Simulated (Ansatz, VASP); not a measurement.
# GaSb: VASP beside Ansatz

```
CELL_PARAMETERS angstrom
0.00000 3.06588 3.06588
3.06588 0.00000 3.06588
3.06588 3.06588 0.00000
ATOMIC_POSITIONS crystal
Ga 0.00000 0.00000 0.00000
Sb 0.25000 0.25000 0.25000
```

Alike in both runs: task single point; functional PBE-based screened hybrid with a share of 0.5 of exact exchange and HFSCREEN = 0.3; k mesh 4 × 4 × 4; occupations fermi-dirac, width 0.02 eV; no spin polarisation.

|  | VASP | Ansatz |
| --- | --- | --- |
| version | VASP 6.6.1 | Ansatz 0.2.0 |
| potentials or method | VASP PAW PBE potentials, release 64 (Ga_d, Sb) | plane waves |
| plane-wave cutoff (eV) | 520 | 420 |
| valence electrons in the cell | 18 | 28 |

|  | VASP | Ansatz | Ansatz less VASP |
| --- | --- | --- | --- |
| gap on the k mesh at the Fermi level (eV) | 1.61 | 1.44 | -0.171 |
| pressure (GPa) | -2.5 | -0.6 | +1.85 |

VASP's potentials were made for PBE, not for PBE-based screened hybrid. VASP's potentials hold 18 valence electrons a cell and Ansatz's 28, so a difference there can come from the potentials and not from the codes. Ansatz's warnings: stress exchange threshold loose, stress scf threshold loose.

The k mesh is coarse, so the values compare programs but aren't converged. Neither program's run includes spin-orbit coupling.
